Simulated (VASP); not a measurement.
## Si5PdW: single point with PBE

Si5PdW:

```xyz
7
Lattice="4.3222 0.0000 0.0000 0.0000 4.3222 0.0000 0.0000 0.0000 5.9189" Properties=species:S:1:pos:R:3 pbc="T T T"
Si    0.0000    2.1611    4.2876
Si    2.1611    0.0000    4.2876
Si    0.0000    2.1611    1.6313
Si    2.1611    0.0000    1.6313
Si    2.1611    2.1611    0.0000
Pd    0.0000    0.0000    0.0000
W     0.0000    0.0000    2.9595
```

```
Program                : VASP 6.6.1
Task                   : single point
Functional             : PBE
Potentials or basis    : VASP PAW PBE potentials, release 64 (Si, Pd, W_sv)
Cutoff                 : 520 eV
k mesh                 : 4 × 4 × 3
Occupations            : gaussian, width 0.2 eV
Spin                   : no spin polarisation
Dipole correction      : no
Further INCAR settings : ALGO = Normal; EDIFF = 1e-06; NBANDS = 31
```

```json
{"Pressure": "0.0 GPa", "Largest force": "0.015 eV/Å", "Band gap on the k mesh": "zero (bands 22 and 23 overlap by 1.03 eV)"}
```

Forces in eV/Å, atoms in the order of the input:
```
Si   0.000  0.000 -0.015
Si   0.000  0.000 -0.015
Si   0.000  0.000  0.015
Si   0.000  0.000  0.015
Si   0.000  0.000  0.000
Pd   0.000  0.000  0.000
W    0.000  0.000  0.000
```

Stress tensor (GPa, compression positive):
```
 0.08  0.00  0.00
 0.00  0.08  0.00
 0.00  0.00 -0.15
```

Levels at points of the mesh, in eV from the Fermi level:
```
           k point  band 20  band 21  band 22  band 23  band 24  band 25
(0.00, 0.00, 0.00)    -0.52     0.01     0.43     0.43     0.57     1.80
(0.50, 0.00, 0.00)    -1.46    -1.34    -0.05     0.30     0.64     1.00
(0.50, 0.50, 0.00)    -2.37    -1.69    -1.60     1.00     1.00     3.17
```

Wall time 79 s on 1 thread of Intel Xeon 8259CL (shared host), peak memory 0.23 GiB.

Caveat: the k points lie up to 0.36 Å⁻¹ apart, too coarse for converged energies and pressures of a metal; spin-orbit coupling is left out, which moves the levels of the heavy elements.
